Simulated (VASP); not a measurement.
Here is a VASP 6.6.1 calculation.

The input INCAR:

```
ALGO     = Normal         # electronic algorithm
EDIFF    = 1E-6           # SCF threshold, eV
ENCUT    = 500            # plane-wave cutoff, eV
GGA      = RE             # functional
GGA_COMPAT= F            
ISIF     = 2              # what is computed and relaxed
ISMEAR   = 0              # smearing method
IVDW     = 12             # dispersion correction
LASPH    = T              # aspherical terms in the spheres
LCHARG   = F              # write CHGCAR
LREAL    = F              # projectors in reciprocal space
LWAVE    = F              # write WAVECAR
NBANDS   = 48             # bands
NELM     = 120            # most SCF steps
PREC     = Accurate       # precision mode
SIGMA    = 0.01           # smearing width, eV
```

Contents of KPOINTS:

```
k-points
0
Gamma
  6 6 2
```

File POSCAR:

```
GaSe
1.0
    3.7580728013      0.0000000000      0.0000000000
   -1.8790364007      3.2545865152      0.0000000000
    0.0000000000      0.0000000000     15.6703391775
Ga Se
4 4
Direct
    0.3333333333      0.6666666667      0.1722496959
    0.6666666667      0.3333333333      0.6722496959
    0.3333333333      0.6666666667      0.3277503041
    0.6666666667      0.3333333333      0.8277503041
    0.3333333333      0.6666666667      0.5968060628
    0.6666666667      0.3333333333      0.0968060628
    0.3333333333      0.6666666667      0.9031939372
    0.6666666667      0.3333333333      0.4031939372
```

Potentials or basis: VASP PAW PBE potentials, release 64 (Ga_d, Se).

The run is started by

```console
$ cat potpaw_PBE.64/Ga_d/POTCAR potpaw_PBE.64/Se/POTCAR > POTCAR
$ mpirun -np 1 vasp_std > vasp.out
```

Question: Predict the dispersion energy per atom.

Answer: -0.573 eV.

Question: Estimate the largest force.

Answer: 0.027 eV/Å.

Question: What does it give for the pressure?

Answer: 0.2 GPa.

Forces in eV/Å, atoms in the order of the input:
```
Ga   0.000  0.000  0.018
Ga   0.000  0.000  0.018
Ga   0.000  0.000 -0.018
Ga   0.000  0.000 -0.018
Se   0.000  0.000 -0.027
Se   0.000  0.000 -0.027
Se   0.000  0.000  0.027
Se   0.000  0.000  0.027
```

Caveat: the PAW data sets were made with another functional, which shifts forces and pressure a little.
